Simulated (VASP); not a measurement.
Set up this calculation in VASP 6.6.1, as the native input.

- Task: single point
- Functional: PBE
- Potentials or basis: VASP PAW PBE potentials, release 64 (Sn_d, Ge_d, Se)
- Cutoff: 520 eV
- k mesh: 6 × 6 × 6
- Occupations: gaussian, width 0.1 eV
- Spin: no spin polarisation
- Dipole correction: no
- Further INCAR settings: ALGO = Normal; EDIFF = 1e-07; NBANDS = 39

The structure of Sn2GeSe3 lies in POSCAR:

```
Sn2GeSe3
1.0
   -2.1134189100      2.1134189100      8.9664770700
    2.1134189100     -2.1134189100      8.9664770700
    2.1134189100      2.1134189100     -8.9664770700
Sn Ge Se
2 1 3
Direct
    0.6666666700      0.6666666700      0.0000000000
    0.3333333300      0.3333333300      0.0000000000
    0.0000000000      0.0000000000      0.0000000000
    0.8333333300      0.8333333300      0.0000000000
    0.5000000000      0.5000000000      0.0000000000
    0.1666666700      0.1666666700      0.0000000000
```

The input as run:

INCAR

```
SYSTEM = Sn2GeSe3
ALGO = Normal ; EDIFF = 1E-7
ENCUT = 520 ; GGA = PE
ISIF = 2 ; ISMEAR = 0
LASPH = .TRUE. ; LCHARG = .FALSE.
LREAL = .FALSE. ; LWAVE = .FALSE.
NBANDS = 39 ; NELM = 100
PREC = Accurate ; SIGMA = 0.1
```

KPOINTS

```
k-points
0
G
  6 6 6
  0 0 0
```

Potentials or basis: VASP PAW PBE potentials, release 64 (Sn_d, Ge_d, Se).

The run is started by

```bash
$ cat potpaw_PBE.64/Sn_d/POTCAR potpaw_PBE.64/Ge_d/POTCAR potpaw_PBE.64/Se/POTCAR > POTCAR
$ mpirun -np 1 vasp_std > vasp.out
```

Results of the run:

```json
{"Pressure": "-1.0 GPa", "Largest force": "0.362 eV/Å", "Band gap on the k mesh": "0.15 eV"}
```

Caveat: spin-orbit coupling is left out, which moves the levels of the heavy elements.

Run time: 11 min on 1 thread of Intel(R) Xeon(R) Platinum 8259CL CPU @ 2.50GHz (Skylake/Cascade Lake), with other jobs on the host, peak memory 0.75 GiB.
